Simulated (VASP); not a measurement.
Set up this calculation in VASP 6.6.1, as the native input.

```
Task                   : single point
Functional             : PBEsol
Potentials or basis    : VASP PAW PBE potentials, release 64 (Mg, O)
Cutoff                 : 520 eV
k mesh                 : 8 × 5 × 1
Occupations            : gaussian, width 0.1 eV
Spin                   : no spin polarisation
Dipole correction      : yes
Further INCAR settings : ALGO = Normal; EDIFF = 1e-06; NBANDS = 15
```

The structure of Mg4O lies in POSCAR:

```
Mg4O
1.0
    3.1881999939      0.0000000000      0.0000000000
    0.0000000000      5.1084658709      0.0000000000
    0.0000000000      0.0000000000     19.1358427726
Mg O
4 1
Direct
    0.0000000000      0.7500000000      0.2090318178
    0.5000000000      0.2500000000      0.2571276385
    0.5000000000      0.7500000000      0.3576109084
    0.0000000000      0.2500000000      0.3990335238
    0.3750000000      0.2500000000      0.4612928958
```

These files were run (other wordings do the same):

INCAR

```
ALGO     = Normal         # electronic algorithm
DIPOL    = 0.5 0.5 0.337
EDIFF    = 1E-6           # SCF threshold, eV
ENCUT    = 520            # plane-wave cutoff, eV
GGA      = PS             # functional
IDIPOL   = 3            
ISIF     = 2              # what is computed and relaxed
ISMEAR   = 0              # smearing method
LASPH    = True           # aspherical terms in the spheres
LCHARG   = False          # write CHGCAR
LDIPOL   = True         
LREAL    = False          # projectors in reciprocal space
LWAVE    = False          # write WAVECAR
NBANDS   = 15             # bands
NELM     = 80             # most SCF steps
PREC     = Accurate       # precision mode
SIGMA    = 0.1            # smearing width, eV
```

KPOINTS

```
k-points
0
Gamma
  8 5 1
```

Potentials or basis: VASP PAW PBE potentials, release 64 (Mg, O).

Launch:

```sh
$ cat potpaw_PBE.64/Mg/POTCAR potpaw_PBE.64/O/POTCAR > POTCAR
$ mpirun -np 1 vasp_std > vasp.out
```

It gave:

* Largest force: 4.680 eV/Å
* Band gap on the k mesh: zero (bands 7 and 8 overlap by 0.74 eV)

Caveat: the PAW data sets were made with another functional, which shifts forces and pressure a little.

It took 55 s on 1 thread of Intel(R) Xeon(R) 6975P-C (Granite Rapids), on a shared host, peak memory 0.36 GiB.
